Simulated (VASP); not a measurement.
Input of a VASP 6.6.1 run:

INCAR

```
SYSTEM = SnO2
PREC = Accurate ; ENCUT = 520
EDIFF = 1E-6 ; ISMEAR = -1
SIGMA = 0.003 ; LREAL = .False.
LASPH = .True. ; NELM = 60
ALGO = Normal ; ISIF = 2
LWAVE = .False. ; LCHARG = .False.
GGA = PE ; NBANDS = 35
```

File KPOINTS:

```
regular mesh
0
Gamma
  5 5 7
  0 0 0
```

File POSCAR:

```
SnO2
1.0
    4.7373500000      0.0000000000      0.0000000000
    0.0000000000      4.7373500000      0.0000000000
    0.0000000000      0.0000000000      3.1864000000
Sn O
2 4
Direct
    0.0000000000      0.0000000000      0.0000000000
    0.5000000000      0.5000000000      0.5000000000
    0.3056200000      0.3056200000      0.0000000000
    0.1943800000      0.8056200000      0.5000000000
    0.6943800000      0.6943800000      0.0000000000
    0.8056200000      0.1943800000      0.5000000000
```

Potentials or basis: VASP PAW PBE potentials, release 64 (Sn_d, O).

The run is started by

```sh
$ cat potpaw_PBE.64/Sn_d/POTCAR potpaw_PBE.64/O/POTCAR > POTCAR
$ mpirun -np 1 vasp_std > vasp.out
```

(1) What does it give for the pressure?

(2) Predict the largest force.

Results:

(1) 11.5 GPa.

(2) 0.052 eV/Å.
